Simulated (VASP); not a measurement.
# As: single point with revPBE

Crystal: As.

```xyz
2
Lattice="3.2114 0.0000 0.0000 -1.6057 2.7811 0.0000 0.0000 0.0000 4.8971" Properties=species:S:1:pos:R:3 pbc="T T T"
As    0.0000    1.8541    1.2243
As    1.6057    0.9270    3.6728
```

This cell differs from its parent crystal: volume scaled by 1.12.

```json
{
 "Program": "VASP 6.6.1",
 "Task": "single point",
 "Functional": "revPBE",
 "Potentials or basis": "VASP PAW PBE potentials, release 64 (As)",
 "Cutoff": "520 eV",
 "k mesh": "13 × 13 × 8",
 "Occupations": "fermi-dirac, width 0.1 eV",
 "Spin": "no spin polarisation"
}
```

```
Pressure               : -6.5 GPa
Band gap on the k mesh : zero (band 5 reaches 8.56 eV, above the bottom of band 6 at 2.24 eV)
```

Stress tensor (GPa, compression positive):
```
-6.61  0.00  0.00
 0.00 -6.61  0.00
 0.00  0.00 -6.39
```

Levels at points of the mesh, in eV from the Fermi level:
```
           k point  band 3  band 4  band 5  band 6  band 7  band 8
(0.00, 0.00, 0.00)   -5.62    2.65    2.65    4.32    4.32    5.54
(0.00, 0.00, 0.50)   -0.26   -0.26    3.48    3.48    3.48    3.48
```

It took 17 s on 1 thread of Intel(R) Xeon(R) Platinum 8488C (Sapphire Rapids), on a shared host, peak memory 0.18 GiB.

Caveat: the PAW data sets were made with another functional, which shifts forces and pressure a little.
